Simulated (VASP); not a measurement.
Set up this calculation in VASP 6.6.1, as the native input.

| Quantity | Value |
| --- | --- |
| Task | single point |
| Functional | PBE |
| Potentials or basis | VASP PAW PBE potentials, release 64 (W_sv, C) |
| Cutoff | 520 eV |
| k mesh | 9 × 9 × 1 |
| Occupations | gaussian, width 0.1 eV |
| Spin | no spin polarisation |
| Dipole correction | yes |
| Further INCAR settings | ALGO = Normal; EDIFF = 1e-06; NBANDS = 31 |

The structure of W3C lies in POSCAR:

```
W3C
1.0
    2.8547213223      0.0000000000      0.0000000000
   -1.4273606611      2.4722611858      0.0000000000
    0.0000000000      0.0000000000     20.1973423164
W C
3 1
Direct
    0.6666666667      0.3333333333      0.1980458586
    0.3333333333      0.6666666667      0.3143385340
    0.0000000000      0.0000000000      0.4306181566
    0.0000000000      0.1666666667      0.5207327123
```

These files were run (other wordings do the same):

INCAR

```
  PREC = Accurate
  ENCUT = 520
  EDIFF = 1E-6
  ISMEAR = 0
  SIGMA = 0.1
  LREAL = F
  LASPH = T
  NELM = 60
  ALGO = Normal
  ISIF = 2
  LWAVE = F
  LCHARG = T
  LDIPOL = T
  IDIPOL = 3
  DIPOL = 0.5 0.5 0.366
  GGA = PE
  LELF = T
  LVHAR = T
  LVACPOTAV = T
  NBANDS = 31
```

KPOINTS

```
regular mesh
0
Gamma
  9 9 1
```

Potentials or basis: VASP PAW PBE potentials, release 64 (W_sv, C).

The run is started by

```sh
$ cat potpaw_PBE.64/W_sv/POTCAR potpaw_PBE.64/C/POTCAR > POTCAR
$ mpirun -np 1 vasp_std > vasp.out
```

It gave:

The largest force is 1.544 eV/Å and the band gap on the k mesh is zero (bands 23 and 24 overlap by 0.82 eV).

Caveat: spin-orbit coupling is left out, which moves the levels of the heavy elements.

Run time: 11 min on 1 thread of Intel Xeon 8259CL, on a shared host, peak memory 0.36 GiB.
